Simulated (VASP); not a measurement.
# Bi3F (P4/mmm) in VASP: further runs

Bi3F is run at these levels: PBE; tasks: single point, relaxation of cell and atoms.

All numbers are computed with VASP 6.6.1; they aren't measurements. Logs are shortened: lines on timing, memory, paths and dates and some standing lists are left out, and cuts for length are marked.

## 1. The cell of the first run

The structure is tetragonal, space group P4/mmm (No. 123). Conventional cell: a = 3.726 Å, b = 3.726 Å, c = 7.429 Å, α = 90.00°, β = 90.00°, γ = 90.00°. Bi (site symmetry 4mm) has 4 F at 3.06 Å and 9 Bi at 3.12 to 3.73 Å within 4.0 Å. Within 4.5 Å of Bi (site symmetry 4/mmm) lie 12 Bi at 3.40 to 3.73 Å and 2 F at 3.71 Å. Within 4.0 Å of F (site symmetry 4/mmm) lie 10 Bi at 3.06 to 3.71 Å and 4 F at 3.73 Å.

## 2. Single point, PBE

Input file INCAR:

```
ALGO = Normal ; EDIFF = 1E-7
ENCUT = 520 ; GGA = PE
ISIF = 2 ; ISMEAR = 0
LASPH = T ; LCHARG = F
LREAL = F ; LWAVE = F
NBANDS = 34 ; NELM = 80
PREC = Accurate ; SIGMA = 0.1
```

Input file KPOINTS:

```
k-points
0
Gamma
  4 4 4
```

Input file POSCAR:

```
Bi3F
1.0
    3.7259409350      0.0000000000      0.0000000000
    0.0000000000      3.7259409350      0.0000000000
    0.0000000000      0.0000000000      7.4289640911
Bi F
3 1
Direct
    0.5000000000      0.5000000000      0.2100208341
    0.5000000000      0.5000000000      0.7899791659
    0.0000000000      0.0000000000      0.5000000000
    0.0000000000      0.0000000000      0.0000000000
```

Potentials or basis: VASP PAW PBE potentials, release 64 (Bi_d, F).

Run with:

```console
$ cat potpaw_PBE.64/Bi_d/POTCAR potpaw_PBE.64/F/POTCAR > POTCAR
$ mpirun -np 1 vasp_std > vasp.out
```

OUTCAR:

```text
EDIFF = 1E-7
   ENCUT = 520
   GGA = PE
   ISIF = 2
   ISMEAR = 0
   LASPH = T
   LREAL = F
   NELM = 80
   PREC = Accurate

 ion  position               nearest neighbor table
   1  0.500  0.500  0.210-   2 3.12   3 3.40   3 3.40   3 3.40   3 3.40
   2  0.500  0.500  0.790-   1 3.12   3 3.40   3 3.40   3 3.40   3 3.40
   3  0.000  0.000  0.500-   1 3.40   2 3.40   1 3.40   2 3.40   1 3.40   2 3.40   1 3.40   2 3.40

   4  0.000  0.000  0.000-

  LATTYP: Found a simple tetragonal cell.
 ALAT       =     3.7259409350
 C/A-ratio  =     1.9938491298

  Lattice vectors:

 A1 = (   3.7259409350,   0.0000000000,   0.0000000000)
 A2 = (   0.0000000000,   3.7259409350,   0.0000000000)
 A3 = (   0.0000000000,   0.0000000000,   7.4289640911)

Analysis of symmetry for initial positions (statically):
=====================================================================
 Subroutine PRICEL returns:
 Original cell was already a primitive cell.

 Routine SETGRP: Setting up the symmetry group for a
 simple tetragonal supercell.

 Subroutine GETGRP returns: Found 16 space group operations
 (whereof 16 operations were pure point group operations)
 out of a pool of 16 trial point group operations.

The static configuration has the point symmetry D_4h.

Analysis of symmetry for dynamics (positions and initial velocities):
=====================================================================
 Subroutine PRICEL returns:
 Original cell was already a primitive cell.

 Routine SETGRP: Setting up the symmetry group for a
 simple tetragonal supercell.

 Subroutine GETGRP returns: Found 16 space group operations
 (whereof 16 operations were pure point group operations)
 out of a pool of 16 trial point group operations.

The dynamic configuration has the point symmetry D_4h.

 Subroutine INISYM returns: Found 16 space group operations
 (whereof 16 operations are pure point group operations),
 and found     1 'primitive' translations

----------------------------------------------------------------------------------------

                                     Primitive cell

  volume of cell :     103.1336

  direct lattice vectors                    reciprocal lattice vectors
     3.725940935  0.000000000  0.000000000     0.268388581  0.000000000  0.000000000
     0.000000000  3.725940935  0.000000000     0.000000000  0.268388581  0.000000000
     0.000000000  0.000000000  7.428964091     0.000000000  0.000000000  0.134608269

  length of vectors
     3.725940935  3.725940935  7.428964091     0.268388581  0.268388581  0.134608269

  position of ions in fractional coordinates (direct lattice)
     0.500000000  0.500000000  0.210020834
     0.500000000  0.500000000  0.789979166
     0.000000000  0.000000000  0.500000000
     0.000000000  0.000000000  0.000000000

  ion indices of the primitive-cell ions
   primitive index   ion index
                 1           1
                 2           2
                 3           3
                 4           4

----------------------------------------------------------------------------------------

 KPOINTS: k-points

Automatic generation of k-mesh.
 Grid dimensions read from file:
 generate k-points for:    4    4    4

 Generating k-lattice:

  Cartesian coordinates                     Fractional coordinates (reciprocal lattice)
     0.067097145  0.000000000  0.000000000     0.250000000  0.000000000  0.000000000
     0.000000000  0.067097145  0.000000000     0.000000000  0.250000000  0.000000000
     0.000000000  0.000000000  0.033652067     0.000000000  0.000000000  0.250000000

  Length of vectors
     0.067097145  0.067097145  0.033652067

  Shift w.r.t. Gamma in fractional coordinates (k-lattice)
     0.000000000  0.000000000  0.000000000

 Subroutine IBZKPT returns following result:
 ===========================================

 Found     18 irreducible k-points:

 Following reciprocal coordinates:
            Coordinates               Weight
  0.000000  0.000000  0.000000      1.000000
  0.250000  0.000000  0.000000      4.000000
  0.500000  0.000000  0.000000      2.000000
  0.250000  0.250000  0.000000      4.000000
  0.500000  0.250000  0.000000      4.000000
  0.500000  0.500000  0.000000      1.000000
[... 10 lines left out ...]
  0.500000  0.250000  0.500000      4.000000
  0.500000  0.500000  0.500000      1.000000
   k-points           NKPTS =     18   k-points in BZ     NKDIM =     18   number of bands    NBANDS=     34
   number of dos      NEDOS =    301   number of ions     NIONS =      4
   total plane-waves  NPLWV =  43904
   dimension x,y,z NGX =    28 NGY =   28 NGZ =   56
   dimension x,y,z NGXF=    56 NGYF=   56 NGZF=  112
   ions per type =               3   1
   NGX,Y,Z   is equivalent  to a cutoff of  12.49, 12.49, 12.53 a.u.
   NGXF,Y,Z  is equivalent  to a cutoff of  24.99, 24.99, 25.06 a.u.
 SYSTEM =  unknown system
   PREC   = accura    normal or accurate (medium, high low for compatibility)
   ISTART =      0    job   : 0-new  1-cont  2-samecut
   ICHARG =      2    charge: 1-file 2-atom 10-const
   ISPIN  =      1    spin polarized calculation?
   LNONCOLLINEAR =      F non collinear calculations
   LSORBIT =      F    spin-orbit coupling
   LASPH  =      T    aspherical Exc in radial PAW
   ENCUT  =  520.0 eV  38.22 Ry    6.18 a.u.   6.93  6.93 13.81*2*pi/ulx,y,z
   NELM   =     80;   NELMIN=  2; NELMDL= -5     # of ELM steps
   EDIFF  = 0.1E-06   stopping-criterion for ELM
   LREAL  =      F    real-space projection
   EDIFFG = 0.1E-05   stopping-criterion for IOM
   NSW    =      0    number of steps for IOM
   IBRION =     -1    ionic relax: 0-MD 1-quasi-New 2-CG
   NFREE  =      0    steps in history (QN), initial steepest desc. (CG)
   ISIF   =      2    stress and relaxation
   ISYM   =      2    0-nonsym 1-usesym 2-fastsym
   POTIM  = 0.5000    time-step for ionic-motion
   TEBEG  =    0.0;   TEEND  =   0.0 temperature during run
   PSTRESS=    0.0 pullay stress
   NELECT =      52.0000    total number of electrons
   NUPDOWN=      -1.0000    fix difference up-down
   EMIN   =  10.00;   EMAX   =-10.00  energy-range for DOS
   EFERMI =   0.00;   METHOD = LEGACY
   ISMEAR =     0;   SIGMA  =   0.10  broadening in eV -4-tet -1-fermi 0-gaus
   EFERMI_NEDOS =   21; number of points for ismear=-14 and -15
   IALGO  =     38    algorithm
   IMIX   =      4    mixing-type and parameters
     AMIX     =   0.40;   BMIX     =  1.00
     AMIX_MAG =   1.60;   BMIX_MAG =  1.00
  volume/ion in A,a.u.               =      25.78       173.99
  Fermi-wavevector in a.u.,A,eV,Ry     =   1.302994  2.462302 23.099895  1.697794
  Thomas-Fermi vector in A             =   2.434026
   LORBIT       =      0    0 simple, 1 ext, 2 COOP (PROOUT), +10 PAW based schemes
   GGA     = PE    functional components
   LHFCALC =     F    Hartree Fock is set to
   AEXX    =    0.0000 exact exchange contribution
   IVDW    =     0    specifies the selected vdW correction
   LEPSILON=     F    determine dielectric tensor
   LRPA    =     F    only Hartree local field effects (RPA)
 non-spin polarized calculation
 Gauss-broadening in eV      SIGMA  =   0.10
  energy-cutoff  :      520.00
  volume of cell :      103.13
 maximum number of plane-waves:      2800
 NGX is ok and might be reduce to    28
   NGX = 13   NGY = 13   NGZ = 27

 number of electron      52.0000006 magnetization

 Free energy of the ion-electron system (eV)
  ---------------------------------------------------
  ext. energy  EPLUGINS =         0.00000000
  ---------------------------------------------------
  free energy    TOTEN  =       -15.14453620 eV

  energy without entropy =      -15.13027928  energy(sigma->0) =      -15.13740774

 E-fermi :   7.1401     XC(G=0): -10.2233

 val. band max:        7.0790264660   @ k =   0.2500   0.2500   0.2500
 cond. band min:       7.2148754999   @ k =   0.5000   0.2500   0.5000
 fundamental gap:      0.1358490339
 Fermi energy:         7.1400585691

 k-point     1 :       0.0000    0.0000    0.0000
  band No.  band energies     occupation
      1     -16.1005      2.00000
      2     -16.0917      2.00000
      3     -16.0284      2.00000
      4     -16.0191      2.00000
      5     -16.0191      2.00000
      6     -16.0106      2.00000
[... 26 lines left out ...]
     33      11.7482      0.00000
     34      13.7672      0.00000

 k-point     2 :       0.2500    0.0000    0.0000
  band No.  band energies     occupation
      1     -16.0799      2.00000
      2     -16.0580      2.00000
      3     -16.0570      2.00000
      4     -16.0306      2.00000
      5     -16.0248      2.00000
      6     -15.9852      2.00000
[... 26 lines left out ...]
     33      15.1938      0.00000
     34      15.2793      0.00000

 k-point     3 :       0.5000    0.0000    0.0000
  band No.  band energies     occupation
      1     -16.0779      2.00000
      2     -16.0532      2.00000
      3     -16.0522      2.00000
      4     -16.0433      2.00000
      5     -16.0188      2.00000
      6     -15.9892      2.00000
[... 26 lines left out ...]
     33      13.6936      0.00000
     34      14.7773      0.00000

 k-point     4 :       0.2500    0.2500    0.0000
  band No.  band energies     occupation
      1     -16.0836      2.00000
      2     -16.0482      2.00000
      3     -16.0454      2.00000
      4     -16.0318      2.00000
      5     -16.0296      2.00000
      6     -15.9800      2.00000
[... 26 lines left out ...]
     33      15.2999      0.00000
     34      16.5171      0.00000

 k-point     5 :       0.5000    0.2500    0.0000
  band No.  band energies     occupation
      1     -16.0906      2.00000
      2     -16.0572      2.00000
      3     -16.0427      2.00000
      4     -16.0244      2.00000
      5     -16.0194      2.00000
      6     -15.9989      2.00000
[... 399 lines left out ...]
 k-point    16 :       0.2500    0.2500    0.5000
  band No.  band energies     occupation
      1     -16.0704      2.00000
      2     -16.0550      2.00000
      3     -16.0416      2.00000
      4     -16.0328      2.00000
      5     -16.0275      2.00000
      6     -15.9858      2.00000
[... 26 lines left out ...]
     33      15.4102      0.00000
     34      15.8576      0.00000

 k-point    17 :       0.5000    0.2500    0.5000
  band No.  band energies     occupation
      1     -16.0861      2.00000
      2     -16.0627      2.00000
      3     -16.0612      2.00000
      4     -16.0289      2.00000
      5     -16.0029      2.00000
      6     -15.9847      2.00000
[... 26 lines left out ...]
     33      15.3285      0.00000
     34      15.6493      0.00000

 k-point    18 :       0.5000    0.5000    0.5000
  band No.  band energies     occupation
      1     -16.0934      2.00000
      2     -16.0934      2.00000
      3     -16.0605      2.00000
      4     -16.0179      2.00000
      5     -16.0117      2.00000
      6     -16.0115      2.00000
[... 26 lines left out ...]
     33      14.2411      0.00000
     34      14.3669      0.00000

------------------------ aborting loop because EDIFF is reached ----------------------------------------

  FORCE on cell =-STRESS in cart. coord.  units (eV):
  Direction    XX          YY          ZZ          XY          YZ          ZX
  --------------------------------------------------------------------------------------
  -------------------------------------------------------------------------------------
  Total       -0.1019465     -0.1019465     -0.0252099      0.0000000     -0.0000000      0.0000000
  in kB       -1.5837364     -1.5837364     -0.3916357      0.0000000     -0.0000000      0.0000000
  external PRESSURE =      -1.1863695 kB  Pullay stress =       0.0000000 kB

 VOLUME and BASIS-vectors are now :
 -----------------------------------------------------------------------------
  energy-cutoff  :      520.00
  volume of cell :      103.13
      direct lattice vectors                 reciprocal lattice vectors
     3.725940935  0.000000000  0.000000000     0.268388581  0.000000000  0.000000000
     0.000000000  3.725940935  0.000000000     0.000000000  0.268388581  0.000000000
     0.000000000  0.000000000  7.428964091     0.000000000  0.000000000  0.134608269

 POSITION                                       TOTAL-FORCE (eV/Angst)
 -----------------------------------------------------------------------------------
      1.86297      1.86297      1.56024         0.000000     -0.000000      0.027160
      1.86297      1.86297      5.86873        -0.000000      0.000000     -0.027160
      0.00000      0.00000      3.71448         0.000000      0.000000      0.000000
      0.00000      0.00000      0.00000         0.000000      0.000000      0.000000
 -----------------------------------------------------------------------------------
    total drift:                                0.000000      0.000000      0.000000

  FREE ENERGIE OF THE ION-ELECTRON SYSTEM (eV)
  ---------------------------------------------------
  free  energy   TOTEN  =       -15.1445362018 eV

  energy  without entropy=      -15.1302792830  energy(sigma->0) =      -15.13740774
```

It took 35 s on 1 thread of AMD EPYC 9R45 (Zen 5), shared host; peak memory 0.19 GiB.

What came out:

| Item | Value |
| --- | --- |
| Free energy | -15.1445 eV |
| Pressure | -0.1 GPa |
| Largest force | 0.027 eV/Å |
| Band gap on the k mesh | zero (band 26 reaches 8.99 eV, above the bottom of band 27 at 5.36 eV) |

Forces in eV/Å, atoms in the order of the input:
```
Bi   0.000  0.000  0.027
Bi   0.000  0.000 -0.027
Bi   0.000  0.000  0.000
F    0.000  0.000  0.000
```

Levels at points of the mesh, in eV from the Fermi level:
```tsv
k point	band 22	band 23	band 24	band 25	band 26	band 27	band 28	band 29	band 30	band 31
(0.00, 0.00, 0.00)	-3.50	-1.67	-1.10	-0.21	-0.21	2.15	2.15	4.07	4.07	4.34
(0.50, 0.00, 0.00)	-3.50	-2.94	-2.40	-2.12	1.85	1.87	1.98	2.29	3.09	3.32
(0.50, 0.50, 0.00)	-3.79	-3.40	-3.40	-2.27	-1.78	-1.78	-0.33	1.09	1.09	3.36
(0.00, 0.00, 0.50)	-3.60	-3.48	-0.23	-0.23	1.61	1.87	1.87	2.15	4.61	4.61
(0.50, 0.00, 0.50)	-4.03	-3.50	-3.33	-0.92	-0.33	1.83	1.97	2.09	2.75	4.22
(0.50, 0.50, 0.50)	-4.25	-4.25	-3.65	-1.11	-1.11	-0.98	-0.68	0.67	1.07	1.07
```

Caveat: the k points lie up to 0.42 Å⁻¹ apart; spin-orbit coupling is left out, which moves the levels of the heavy elements.

(Part 1 of 2 ends here.)
